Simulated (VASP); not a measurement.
Hg:

```xyz
2
Lattice="-2.9298 2.9298 1.5726 2.9298 -2.9298 1.5726 2.9298 2.9298 -1.5726" Properties=species:S:1:pos:R:3 pbc="T T T"
Hg    0.0000    2.9298    0.7863
Hg    0.0000    0.0000    0.0000
```

Base run:

```yaml
Program: VASP 6.6.1
Functional: LDA
Potentials_or_basis: VASP PAW LDA potentials, release 64 (Hg)
Cutoff: 520 eV
k_mesh: 12 × 12 × 12
Occupations: gaussian, width 0.05 eV
Spin: no spin polarisation
```

Its results: band gap on the k mesh zero (bands 12 and 13 overlap by 3.79 eV); pressure -4.4 GPa.

**Question.** The run is repeated on the same cell with these changes: functional from LDA to PBE; potentials or basis from VASP PAW LDA potentials, release 64 (Hg) to VASP PAW PBE potentials, release 64 (Hg). What comes out?

**Answer.** Band gap on the k mesh zero (bands 12 and 13 overlap by 3.74 eV); pressure 1.5 GPa.

Caveats: spin-orbit coupling is left out, which moves the levels of the heavy elements; the cell stands under tension (at least some runs).
